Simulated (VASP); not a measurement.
# Mg3ZnC in VASP: a series of runs

Aim: see how the results for Mg3ZnC move with the level of theory and the settings. Levels: PBE, PBEsol, RPBE. Tasks: single point.

Program: VASP 6.6.1. These are calculated values, not measurements. Logs are shortened: lines on timing, memory, paths and dates and some standing lists are left out, and cuts for length are marked.

### Step 1. The cell of the first run

The typed cell holds 5 atoms: a = 4.407 Å, b = 4.407 Å, c = 4.407 Å, α = 90.00°, β = 90.00°, γ = 90.00°.

### Step 2. Single point, PBE

File INCAR:

```
SYSTEM = Mg3ZnC
  PREC = Accurate
  ENCUT = 520
  EDIFF = 1E-7
  ISMEAR = 0
  SIGMA = 0.05
  LREAL = .False.
  LASPH = .True.
  NELM = 80
  ALGO = Normal
  ISIF = 2
  LWAVE = .False.
  LCHARG = .False.
  GGA = PE
  NBANDS = 19
```

File KPOINTS:

```
regular mesh
0
Gamma
  5 5 5
  0 0 0
```

File POSCAR:

```
Mg3ZnC
1.0
    4.4069310000      0.0000000000      0.0000000000
    0.0000000000      4.4069310000      0.0000000000
    0.0000000000      0.0000000000      4.4069310000
Zn Mg C
1 3 1
Direct
    0.0143980000      0.0003270000      0.0042490000
    0.5044320000      0.0053770000      0.4959030000
    0.5098650000      0.5011960000      0.0016910000
   -0.0013060000      0.4967100000      0.5005010000
    0.5104210000      0.5038410000      0.5064390000
```

Potentials or basis: VASP PAW PBE potentials, release 64 (Zn, Mg, C).

Launch:

```
cat potpaw_PBE.64/Zn/POTCAR potpaw_PBE.64/Mg/POTCAR potpaw_PBE.64/C/POTCAR > POTCAR
mpirun -np 1 vasp_std > vasp.out
```

OUTCAR:

```text
SYSTEM = Mg3ZnC
   PREC = Accurate
   ENCUT = 520
   EDIFF = 1E-7
   ISMEAR = 0
   LREAL = .False.
   LASPH = .True.
   NELM = 80
   ISIF = 2
   GGA = PE

 ion  position               nearest neighbor table
   1  0.014  0.000  0.004-   2 3.06   4 3.09   3 3.10   3 3.10   2 3.11   4 3.12   4 3.12   2 3.12
                             3 3.13   3 3.13   4 3.14   2 3.17
   2  0.504  0.005  0.496-   5 2.20   5 2.21   1 3.06   4 3.07   3 3.09   4 3.11   3 3.11   1 3.11
                             3 3.12   1 3.12   4 3.13   3 3.15   4 3.16   1 3.17
   3  0.510  0.501  0.002-   5 2.18   5 2.22   4 3.08   2 3.09   4 3.09   1 3.10   1 3.10   2 3.11
                             2 3.12   1 3.13   1 3.13   2 3.15   4 3.15   4 3.15
   4  0.999  0.497  0.501-   5 2.15   5 2.26   2 3.07   3 3.08   3 3.09   1 3.09   2 3.11   1 3.12
                             1 3.12   2 3.13   1 3.14   3 3.15   3 3.15   2 3.16
   5  0.510  0.504  0.506-   4 2.15   3 2.18   2 2.20   2 2.21   3 2.22   4 2.26

  LATTYP: Found a simple cubic cell.
 ALAT       =     4.4069310000

  Lattice vectors:

 A1 = (   4.4069310000,   0.0000000000,   0.0000000000)
 A2 = (   0.0000000000,   4.4069310000,   0.0000000000)
 A3 = (   0.0000000000,   0.0000000000,   4.4069310000)

Analysis of symmetry for initial positions (statically):
=====================================================================
 Subroutine PRICEL returns:
 Original cell was already a primitive cell.

 Routine SETGRP: Setting up the symmetry group for a
 simple cubic supercell.

 Subroutine GETGRP returns: Found  1 space group operations
 (whereof  1 operations were pure point group operations)
 out of a pool of 48 trial point group operations.

The static configuration has the point symmetry C_1 .

Analysis of symmetry for dynamics (positions and initial velocities):
=====================================================================
 Subroutine PRICEL returns:
 Original cell was already a primitive cell.

 Routine SETGRP: Setting up the symmetry group for a
 simple cubic supercell.

 Subroutine GETGRP returns: Found  1 space group operations
 (whereof  1 operations were pure point group operations)
 out of a pool of 48 trial point group operations.

The dynamic configuration has the point symmetry C_1 .

 Subroutine INISYM returns: Found  1 space group operations
 (whereof  1 operations are pure point group operations),
 and found     1 'primitive' translations

----------------------------------------------------------------------------------------

                                     Primitive cell
[... 96 lines left out ...]
   NELM   =     80;   NELMIN=  2; NELMDL= -5     # of ELM steps
   EDIFF  = 0.1E-06   stopping-criterion for ELM
   LREAL  =      F    real-space projection
   EDIFFG = 0.1E-05   stopping-criterion for IOM
   NSW    =      0    number of steps for IOM
   IBRION =     -1    ionic relax: 0-MD 1-quasi-New 2-CG
   NFREE  =      0    steps in history (QN), initial steepest desc. (CG)
   ISIF   =      2    stress and relaxation
   ISYM   =      2    0-nonsym 1-usesym 2-fastsym
   POTIM  = 0.5000    time-step for ionic-motion
   TEBEG  =    0.0;   TEEND  =   0.0 temperature during run
   PSTRESS=    0.0 pullay stress
   NELECT =      22.0000    total number of electrons
   NUPDOWN=      -1.0000    fix difference up-down
   EMIN   =  10.00;   EMAX   =-10.00  energy-range for DOS
   EFERMI =   0.00;   METHOD = LEGACY
   ISMEAR =     0;   SIGMA  =   0.05  broadening in eV -4-tet -1-fermi 0-gaus
   EFERMI_NEDOS =   21; number of points for ismear=-14 and -15
   IALGO  =     38    algorithm
   IMIX   =      4    mixing-type and parameters
     AMIX     =   0.40;   BMIX     =  1.00
     AMIX_MAG =   1.60;   BMIX_MAG =  1.00
  volume/ion in A,a.u.               =      17.12       115.51
  Fermi-wavevector in a.u.,A,eV,Ry     =   1.040909  1.967033 14.741800  1.083492
  Thomas-Fermi vector in A             =   2.175506
   LORBIT       =      0    0 simple, 1 ext, 2 COOP (PROOUT), +10 PAW based schemes
   GGA     = PE    functional components
   LHFCALC =     F    Hartree Fock is set to
   AEXX    =    0.0000 exact exchange contribution
   IVDW    =     0    specifies the selected vdW correction
   LEPSILON=     F    determine dielectric tensor
   LRPA    =     F    only Hartree local field effects (RPA)
 non-spin polarized calculation
 Gauss-broadening in eV      SIGMA  =   0.05
  energy-cutoff  :      520.00
  volume of cell :       85.59
 maximum number of plane-waves:      2325
 NGX is ok and might be reduce to    36

 number of electron      21.9999997 magnetization

 Free energy of the ion-electron system (eV)
  ---------------------------------------------------
  ext. energy  EPLUGINS =         0.00000000
  ---------------------------------------------------
  free energy    TOTEN  =       -13.93459508 eV

  energy without entropy =      -13.93286727  energy(sigma->0) =      -13.93373118

 E-fermi :   2.9503     XC(G=0):  -9.4729

 val. band max:        2.8943044795   @ k =   0.2000   0.2000   0.4000
 cond. band min:       3.0251287812   @ k =   0.0000   0.2000   0.2000
 fundamental gap:      0.1308243017
 Fermi energy:         2.9502830721

 k-point     1 :       0.0000    0.0000    0.0000
  band No.  band energies     occupation
      1      -7.6616      2.00000
      2      -4.1434      2.00000
      3      -4.1431      2.00000
      4      -4.0903      2.00000
      5      -4.0902      2.00000
      6      -4.0899      2.00000
[... 505 lines left out ...]
      6      -4.0949      2.00000
[... 11 lines left out ...]
     18       9.2322      0.00000
     19       9.7440      0.00000

 [... further k-points ...]
[... 5 lines left out ...]
  --------------------------------------------------------------------------------------
  -------------------------------------------------------------------------------------
  Total       -0.2019083     -0.3266476     -0.2898495     -0.0037707     -0.0027137     -0.0011102
  in kB       -3.7796882     -6.1147871     -5.4259316     -0.0705859     -0.0507991     -0.0207819
  external PRESSURE =      -5.1068023 kB  Pullay stress =       0.0000000 kB

 VOLUME and BASIS-vectors are now :
 -----------------------------------------------------------------------------
  energy-cutoff  :      520.00
  volume of cell :       85.59
      direct lattice vectors                 reciprocal lattice vectors
     4.406931000  0.000000000  0.000000000     0.226915284  0.000000000  0.000000000
     0.000000000  4.406931000  0.000000000     0.000000000  0.226915284  0.000000000
     0.000000000  0.000000000  4.406931000     0.000000000  0.000000000  0.226915284

 POSITION                                       TOTAL-FORCE (eV/Angst)
 -----------------------------------------------------------------------------------
      0.06345      0.00144      0.01873        -0.064844      0.005222     -0.031325
      2.22300      0.02370      2.18541        -0.003583     -0.151945      0.089792
      2.24694      2.20874      0.00745        -0.063524      0.039410      0.112617
      4.40118      2.18897      2.20567         0.542529      0.087911      0.038225
      2.24939      2.22039      2.23184        -0.410578      0.019401     -0.209308
 -----------------------------------------------------------------------------------
    total drift:                               -0.000035      0.000035      0.000227

  FREE ENERGIE OF THE ION-ELECTRON SYSTEM (eV)
  ---------------------------------------------------
  free  energy   TOTEN  =       -13.9345950841 eV

  energy  without entropy=      -13.9328672705  energy(sigma->0) =      -13.93373118
```

OSZICAR:

```text
N       E                     dE             d eps       ncg     rms          rms(c)
DAV:   1     0.888881690011E+02    0.88888E+02   -0.94713E+03  2394   0.111E+03
DAV:   2    -0.874184237595E+01   -0.97630E+02   -0.92583E+02  2590   0.226E+02
DAV:   3    -0.183248388527E+02   -0.95830E+01   -0.94166E+01  2861   0.626E+01
DAV:   4    -0.185576441399E+02   -0.23281E+00   -0.23066E+00  2782   0.103E+01
DAV:   5    -0.185603777958E+02   -0.27337E-02   -0.27332E-02  2838   0.115E+00    0.992E+00
DAV:   6    -0.141341592657E+02    0.44262E+01   -0.23500E+01  3863   0.626E+01    0.452E+00
DAV:   7    -0.139697015109E+02    0.16446E+00   -0.38130E+00  2586   0.125E+01    0.205E+00
DAV:   8    -0.139583031490E+02    0.11398E-01   -0.30527E-01  2586   0.297E+00    0.113E+00
DAV:   9    -0.139362987334E+02    0.22004E-01   -0.61918E-02  2526   0.132E+00    0.279E-01
DAV:  10    -0.139346222283E+02    0.16765E-02   -0.73981E-03  2914   0.455E-01    0.151E-01
DAV:  11    -0.139349657328E+02   -0.34350E-03   -0.43234E-03  2901   0.326E-01    0.128E-01
DAV:  12    -0.139345941303E+02    0.37160E-03   -0.14427E-03  2750   0.169E-01    0.235E-02
DAV:  13    -0.139346030323E+02   -0.89020E-05   -0.91287E-05  2466   0.526E-02    0.154E-02
DAV:  14    -0.139345953350E+02    0.76973E-05   -0.19200E-05  3174   0.183E-02    0.609E-03
DAV:  15    -0.139345950006E+02    0.33449E-06   -0.44097E-06  2547   0.955E-03    0.777E-04
DAV:  16    -0.139345950841E+02   -0.83504E-07   -0.82864E-08  1436   0.155E-03
   1 F= -.13934595E+02 E0= -.13933731E+02  d E =-.172781E-02
```

Wall time 82 s (1 thread of Intel Xeon Platinum 8259CL at 2.50GHz (Skylake/Cascade Lake), shared host); peak memory 0.28 GiB.

What came out:

```yaml
Free_energy: -13.9346 eV
Pressure: -0.5 GPa
Largest_force: 0.551 eV/Å
Band_gap_on_the_k_mesh: zero (band 11 reaches 4.66 eV, above the bottom of band 12 at 1.71 eV)
```

Forces in eV/Å, atoms in the order of the input:
```
Zn  -0.065  0.005 -0.031
Mg  -0.004 -0.152  0.090
Mg  -0.064  0.039  0.113
Mg   0.543  0.088  0.038
C   -0.411  0.019 -0.209
```

### Step 3. Single point, PBE

File INCAR:

```
PREC     = Accurate       # precision mode
ENCUT    = 520            # plane-wave cutoff, eV
EDIFF    = 1E-6           # SCF threshold, eV
ISMEAR   = -1             # smearing method
SIGMA    = 0.1            # smearing width, eV
LREAL    = F              # projectors in reciprocal space
LASPH    = T              # aspherical terms in the spheres
NELM     = 80             # most SCF steps
ALGO     = Normal         # electronic algorithm
ISIF     = 2              # what is computed and relaxed
LWAVE    = F              # write WAVECAR
LCHARG   = F              # write CHGCAR
GGA      = PE             # functional
NBANDS   = 19             # bands
```

File KPOINTS:

```
regular mesh
0
Gamma
  6 6 6
```

POSCAR is that of step 2.

Potentials or basis: VASP PAW PBE potentials, release 64 (Zn, Mg, C).

Launch:

```
cat potpaw_PBE.64/Zn/POTCAR potpaw_PBE.64/Mg/POTCAR potpaw_PBE.64/C/POTCAR > POTCAR
mpirun -np 1 vasp_std > vasp.out
```

Run time: 2.5 min. Hardware: 1 thread of Intel Xeon Platinum 8259CL at 2.50GHz (Skylake/Cascade Lake), shared host; peak memory 0.35 GiB.

The run converged. Its results:

```yaml
Free_energy: -14.0151 eV
Pressure: -0.2 GPa
Largest_force: 0.542 eV/Å
Band_gap_on_the_k_mesh: zero (band 11 reaches 4.66 eV, above the bottom of band 12 at 1.27 eV)
```

Forces on the atoms (eV/Å):
```
Zn  -0.059  0.005 -0.028
Mg  -0.005 -0.150  0.088
Mg  -0.065  0.039  0.110
Mg   0.534  0.087  0.037
C   -0.405  0.018 -0.208
```

Stress tensor (GPa, compression positive):
```
-0.05 -0.01  0.00
-0.01 -0.29  0.00
 0.00  0.00 -0.22
```

Levels at points of the mesh, in eV from the Fermi level:
```
           k point  band 8  band 9  band 10  band 11  band 12  band 13  band 14  band 15
(0.00, 0.00, 0.00)   -2.64   -2.64    -2.64     1.63     1.63     2.69     2.69     2.69
(0.50, 0.00, 0.00)   -2.15   -2.14    -2.05    -1.04     1.34     1.34     2.97     4.11
(0.00, 0.50, 0.00)   -2.16   -2.14    -2.04    -1.04     1.34     1.34     2.97     4.11
(0.00, 0.00, 0.50)   -2.16   -2.14    -2.04    -1.04     1.34     1.34     2.97     4.11
(0.50, 0.50, 0.00)   -4.49   -4.36    -1.95     0.92     0.92     2.08     2.80     3.95
(0.00, 0.50, 0.50)   -4.49   -4.36    -1.94     0.92     0.92     2.09     2.80     3.95
(0.50, 0.00, 0.50)   -4.49   -4.36    -1.94     0.92     0.92     2.08     2.80     3.95
(0.50, 0.50, 0.50)   -3.36   -3.35    -3.09    -1.76    -1.76    -1.76     4.93     4.93
```

### Step 4. Single point, PBEsol

File INCAR:

```
SYSTEM = Mg3ZnC
  PREC = Accurate
  ENCUT = 520
  EDIFF = 1E-6
  ISMEAR = -1
  SIGMA = 0.05
  LREAL = .False.
  LASPH = .True.
  NELM = 80
  ALGO = Normal
  ISIF = 2
  LWAVE = .False.
  LCHARG = .False.
  GGA = PS
  NBANDS = 19
```

File KPOINTS:

```
Automatic mesh
0
Gamma
  6 6 6
  0 0 0
```

File POSCAR:

```
Mg3ZnC
1.0
    4.4069310000      0.0000000000      0.0000000000
    0.0000000000      4.4069310000      0.0000000000
    0.0000000000      0.0000000000      4.4069310000
Zn Mg C
1 3 1
Direct
    0.0000000000      0.0000000000      0.0000000000
    0.5000000000      0.0000000000      0.5000000000
    0.5000000000      0.5000000000      0.0000000000
    0.0000000000      0.5000000000      0.5000000000
    0.5000000000      0.5000000000      0.5000000000
```

Launch:

```
cat potpaw_PBE.64/Zn/POTCAR potpaw_PBE.64/Mg/POTCAR potpaw_PBE.64/C/POTCAR > POTCAR
mpirun -np 1 vasp_std > vasp.out
```

Run time: 17 s. Hardware: 1 thread of Intel Xeon 6975P-C (Granite Rapids), shared host; peak memory 0.21 GiB.

Results (log left out):

```yaml
Free_energy: -15.4580 eV
Pressure: -1.9 GPa
Band_gap_on_the_k_mesh: zero (band 11 reaches 4.58 eV, above the bottom of band 12 at 1.18 eV)
```

Levels at points of the mesh, in eV from the Fermi level:
| k point | band 7 | band 8 | band 9 | band 10 | band 11 | band 12 | band 13 | band 14 | band 15 | band 16 |
| --- | --- | --- | --- | --- | --- | --- | --- | --- | --- | --- |
| (0.00, 0.00, 0.00) | -5.20 | -2.66 | -2.66 | -2.66 | 1.64 | 1.64 | 2.68 | 2.68 | 2.68 | 5.36 |
| (0.50, 0.00, 0.00) | -6.17 | -2.15 | -2.15 | -2.05 | -1.05 | 1.32 | 1.32 | 2.98 | 4.12 | 5.92 |
| (0.50, 0.50, 0.00) | -4.50 | -4.50 | -4.37 | -1.96 | 0.92 | 0.92 | 2.10 | 2.79 | 3.93 | 3.93 |
| (0.50, 0.50, 0.50) | -3.37 | -3.37 | -3.37 | -3.10 | -1.76 | -1.76 | -1.76 | 4.95 | 4.95 | 4.95 |

Caveat: the PAW data sets were made with another functional, which shifts forces and pressure a little.

### Step 5. Single point, RPBE

File INCAR:

```
SYSTEM = Mg3ZnC
ALGO = Normal
EDIFF = 1E-6
ENCUT = 520
GGA = RP
ISIF = 2
ISMEAR = -1
LASPH = .True.
LCHARG = .False.
LREAL = .False.
LWAVE = .False.
NBANDS = 19
NELM = 60
PREC = Accurate
SIGMA = 0.05
```

File KPOINTS:

```
k-points
0
Gamma
  6 6 6
  0 0 0
```

POSCAR is that of step 4.

Launch:

```
cat potpaw_PBE.64/Zn/POTCAR potpaw_PBE.64/Mg/POTCAR potpaw_PBE.64/C/POTCAR > POTCAR
mpirun -np 1 vasp_std > vasp.out
```

Run time: 18 s. Hardware: 1 thread of Intel Xeon 6975P-C (Granite Rapids), shared host; peak memory 0.21 GiB.

It converged, with:

```
Free energy            : -12.7120 eV
Pressure               : 1.6 GPa
Band gap on the k mesh : zero (band 11 reaches 4.81 eV, above the bottom of band 12 at 1.38 eV)
```

Levels at points of the mesh, in eV from the Fermi level:
```csv
k point,band 7,band 8,band 9,band 10,band 11,band 12,band 13,band 14,band 15,band 16
"(0.00, 0.00, 0.00)",-5.21,-2.65,-2.65,-2.65,1.66,1.66,2.70,2.70,2.70,5.46
"(0.50, 0.00, 0.00)",-6.15,-2.14,-2.14,-2.07,-1.01,1.35,1.35,2.95,4.22,5.97
"(0.50, 0.50, 0.00)",-4.48,-4.48,-4.34,-1.95,0.91,0.91,2.13,2.81,3.96,3.96
"(0.50, 0.50, 0.50)",-3.34,-3.34,-3.34,-3.04,-1.77,-1.77,-1.77,4.97,4.97,4.97
```

Caveat: the PAW data sets were made with another functional, which shifts forces and pressure a little.

### Step 6. Summary

| level | k mesh | smearing | gap on the mesh (eV) | pressure (GPa) | largest force (eV/Å) |
| --- | --- | --- | --- | --- | --- |
| PBE | 5 × 5 × 5 | gaussian 0.05 eV | none | -0.5 | 0.55 |
| PBE | 6 × 6 × 6 | fermi-dirac 0.1 eV | none | -0.2 | 0.54 |
| PBEsol | 6 × 6 × 6 | fermi-dirac 0.05 eV | none | -1.9 | - |
| RPBE | 6 × 6 × 6 | fermi-dirac 0.05 eV | none | 1.6 | - |

Some of these runs hold the atoms at other places in the same cell, which the table doesn't show; runs alike in all that it shows share one row.

Alike in all rows: task single point; potentials or basis VASP PAW PBE potentials, release 64 (Zn, Mg, C); no spin polarisation; cell as given; cutoff (eV) 520.

Every run on the cell as given and a fine mesh finds a metal. The pressure there spans -1.9 GPa (PBEsol) to 1.6 GPa (RPBE); a positive pressure means that this level wants a larger cell, a negative one a smaller.

Caveats: the PAW data sets were made with another functional, which shifts forces and pressure a little (some runs).

Total energies depend on the potentials used, so only differences within one code and one set of settings carry meaning.
